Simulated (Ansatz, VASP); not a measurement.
# CaO in VASP and in Ansatz

Contents of INCAR:

```
ALGO = Normal ; EDIFF = 1E-6
ENCUT = 520 ; GGA = PE
ISIF = 2 ; ISMEAR = 0
LASPH = True ; LCHARG = False
LREAL = False ; LWAVE = False
NBANDS = 15 ; NELM = 80
PREC = Accurate ; SIGMA = 0.05
```

The input KPOINTS:

```
k-points
0
Gamma
  8 8 8
```

POSCAR

```
CaO
1.0
    0.0000000000      2.5224700000      2.5224700000
    2.5224700000      0.0000000000      2.5224700000
    2.5224700000      2.5224700000      0.0000000000
Ca O
1 1
Direct
    0.0000000000      0.0000000000      0.0000000000
    0.5000000000      0.5000000000      0.5000000000
```

Input for Ansatz:

```yaml
crystal:
  lattice:
    - [0.0, 2.52247, 2.52247]
    - [2.52247, 0.0, 2.52247]
    - [2.52247, 2.52247, 0.0]
  atoms:
    - { symbol: Ca, position: [0.0, 0.0, 0.0] }
    - { symbol: O, position: [0.5, 0.5, 0.5] }
basis:
  ecutwfc: 420
kpoints:
  mp_grid: { grid: [8, 8, 8] }
hamiltonian:
  xc: pbe
scf:
  occupations: { method: gaussian, width: 0.05 }
output:
  forces: true
  stress: true
  eigenvalues: true
```

Change from the starting cell: strain +0.030 along x and y, +0.030 along z, atoms carried along.

Alike in both runs: task single point; functional PBE; k mesh 8 × 8 × 8; occupations gaussian, width 0.05 eV; no spin polarisation.

```csv
,VASP,Ansatz
version,VASP 6.6.1,Ansatz 0.2.0
potentials or method,"VASP PAW PBE potentials, release 64 (Ca_sv, O), cutoff 520 eV","scalar-relativistic, plane waves, PAW"
valence electrons in the cell,16,16
```

Ansatz gave:

| Property | Result |
| --- | --- |
| gap on the k mesh at the Fermi level (eV) | 3.64 |
| least direct gap on the mesh (eV) | 3.64 |
| pressure (GPa) | -10.3 |

Question: What did VASP give for the same quantities?

Answer: gap on the k mesh at the Fermi level (eV): 3.63; least direct gap on the mesh (eV): 3.63; pressure (GPa): -10.0.
